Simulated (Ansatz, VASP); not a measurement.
Al2P3 in VASP and in Ansatz

INCAR

```
SYSTEM = Al2P3
  ALGO = Normal
  EDIFF = 1E-6
  EDIFFG = -0.01
  ENCUT = 600
  GGA = PE
  IBRION = 2
  ISIF = 3
  ISMEAR = 0
  LASPH = .TRUE.
  LCHARG = .FALSE.
  LREAL = .FALSE.
  LWAVE = .FALSE.
  NELM = 80
  NSW = 100
  PREC = Accurate
  SIGMA = 0.1
```

File KPOINTS:

```
k-points
0
G
  12 6 6
  0 0 0
```

Contents of POSCAR:

```
Al2P3
1.0
    3.4204932873      0.0000000000      0.0000000000
    0.0000000000      6.4002890816      0.0000000000
    0.0000000000      0.0000000000      7.8932901219
Al P
4 6
Direct
    0.0000000000      0.7421463395      0.1935461792
    0.0000000000      0.2578536605      0.1935461792
    0.5000000000      0.7578536605      0.8064538208
    0.5000000000      0.2421463395      0.8064538208
    0.0000000000      0.0000000000      0.4166450773
    0.5000000000      0.5000000000      0.3132492014
    0.0000000000      0.0000000000      0.6867507986
    0.5000000000      0.5000000000      0.5833549227
    0.5000000000      0.0000000000      0.0618121400
    0.0000000000      0.5000000000      0.9381878600
```

Input for Ansatz:

```yaml
crystal:
  lattice:
    - [3.4204932873, 0.0, 0.0]
    - [0.0, 6.4002890816, 0.0]
    - [0.0, 0.0, 7.8932901219]
  atoms:
    - { symbol: Al, position: [0.0, 0.7421463395, 0.1935461792] }
    - { symbol: Al, position: [0.0, 0.2578536605, 0.1935461792] }
    - { symbol: Al, position: [0.5, 0.7578536605, 0.8064538208] }
    - { symbol: Al, position: [0.5, 0.2421463395, 0.8064538208] }
    - { symbol: P, position: [0.0, 0.0, 0.4166450773] }
    - { symbol: P, position: [0.5, 0.5, 0.3132492014] }
    - { symbol: P, position: [0.0, 0.0, 0.6867507986] }
    - { symbol: P, position: [0.5, 0.5, 0.5833549227] }
    - { symbol: P, position: [0.5, 0.0, 0.06181214] }
    - { symbol: P, position: [0.0, 0.5, 0.93818786] }
basis:
  ecutwfc: 420
kpoints:
  mp_grid: { grid: [12, 6, 6] }
hamiltonian:
  xc: pbe
scf:
  occupations: { method: gaussian, width: 0.1 }
output:
  forces: true
  stress: true
  eigenvalues: true
relax:
  adjacent_minimum: "off"
  f_tol: 0.01
  max_steps: 80
  cell: { stress_tol: 0.05 }
```

Change from the starting cell: the structure that the rattled cell fell into.

Alike in both runs: task relaxation of cell and atoms; functional PBE; k mesh 12 × 6 × 6; occupations gaussian, width 0.1 eV; no spin polarisation.

|  | VASP | Ansatz |
| --- | --- | --- |
| version | VASP 6.6.1 | Ansatz 0.2.0 |
| potentials or method | VASP PAW PBE potentials, release 64 (Al, P), cutoff 600 eV | scalar-relativistic, plane waves, PAW |
| valence electrons in the cell | 42 | 42 |

|  | VASP | Ansatz | Ansatz less VASP |
| --- | --- | --- | --- |
| gap on the k mesh at the Fermi level, each at its own relaxed structure (eV) | none | none | - |
| relaxed volume (Å³/atom) | 17.24 | 17.26 | +0.018 |
| relaxed cell length with the largest relative difference (Å) | 6.384 | 6.387 | +0.0036 |

A gap of «none» marks a metal or a gap that the smearing closes.
